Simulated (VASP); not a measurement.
Ba:

```
Ba
1.0
    -2.50650    2.50650    2.50650
     2.50650   -2.50650    2.50650
     2.50650    2.50650   -2.50650
Ba
1
Direct
  0.00000 0.00000 0.00000
```

Base run:

```yaml
Program: VASP 6.6.1
Functional: revpbe exchange, lda correlation
Potentials_or_basis: VASP PAW PBE potentials, release 64 (Ba_sv)
Cutoff: 500 eV
k_mesh: 8 × 8 × 8
Occupations: fermi-dirac, width 0.05 eV
Spin: no spin polarisation
```

Its results: band gap on the k mesh zero (bands 5 and 6 overlap by 1.14 eV); pressure 1.5 GPa.

Problem. The run is repeated on the same cell with these changes: functional from revpbe exchange, lda correlation to r2SCAN; cutoff from 500 eV to 520 eV; further incar settings from ALGO = Normal; EDIFF = 1e-06; NBANDS = 11 to ALGO = Normal; EDIFF = 1e-07; NBANDS = 11. What comes out?

Solution. Band gap on the k mesh zero (bands 5 and 6 overlap by 1.20 eV); pressure 0.3 GPa.

Caveats: the PAW data sets were made with another functional, which shifts forces and pressure a little; spin-orbit coupling is left out, which moves the levels of the heavy elements.
